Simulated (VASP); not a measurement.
Write the native input for VASP 6.6.1 that does the following.

```
Task                   : single point
Functional             : r2SCAN
Potentials or basis    : VASP PAW PBE potentials, release 64 (Pb_d)
Cutoff                 : 520 eV
k mesh                 : 9 × 9 × 9
Occupations            : fermi-dirac, width 0.05 eV
Spin                   : no spin polarisation
Dipole correction      : no
Further INCAR settings : ALGO = Normal; EDIFF = 1e-07; NBANDS = 13
```

The system is Pb.

```
CELL_PARAMETERS angstrom
0.00000 2.49438 2.49438
2.49438 0.00000 2.49438
2.49438 2.49438 0.00000
ATOMIC_POSITIONS crystal
Pb 0.00000 0.00000 0.00000
```

These files were run (other wordings do the same):

POSCAR

```
Pb
1.0
    0.0000000000      2.4943827859      2.4943827859
    2.4943827859      0.0000000000      2.4943827859
    2.4943827859      2.4943827859      0.0000000000
Pb
1
Direct
    0.0000000000      0.0000000000      0.0000000000
```

INCAR.step1

```
  ALGO = Normal
  EDIFF = 1E-4
  ENCUT = 520
  GGA = PE
  ISMEAR = -1
  LASPH = T
  LCHARG = F
  LREAL = F
  LWAVE = T
  NBANDS = 13
  NELM = 60
  PREC = Accurate
  SIGMA = 0.05
```

INCAR.step2

```
  ALGO = Normal
  EDIFF = 1E-7
  ENCUT = 520
  ISIF = 2
  ISMEAR = -1
  ISTART = 1
  LASPH = T
  LCHARG = T
  LELF = T
  LMIXTAU = T
  LREAL = F
  LVHAR = T
  LWAVE = F
  METAGGA = R2SCAN
  NBANDS = 13
  NELM = 60
  PREC = Accurate
  SIGMA = 0.05
```

KPOINTS

```
k-points
0
Gamma
  9 9 9
```

Potentials or basis: VASP PAW PBE potentials, release 64 (Pb_d).

Run with:

```bash
$ cat potpaw_PBE.64/Pb_d/POTCAR > POTCAR
$ cp INCAR.step1 INCAR
$ mpirun -np 1 vasp_std > vasp.out
$ cp INCAR.step2 INCAR
$ mpirun -np 1 vasp_std > vasp.out
```

It gave:

The pressure is 0.0 GPa and the band gap on the k mesh is zero (band 7 reaches 14.50 eV, above the bottom of band 8 at 5.37 eV).

Caveat: the PAW data sets were made with another functional, which shifts forces and pressure a little; spin-orbit coupling is left out, which moves the levels of the heavy elements.

Run time: 59 s on 1 thread of Intel(R) Xeon(R) Platinum 8488C (Sapphire Rapids), with other jobs on the host, peak memory 0.17 GiB.
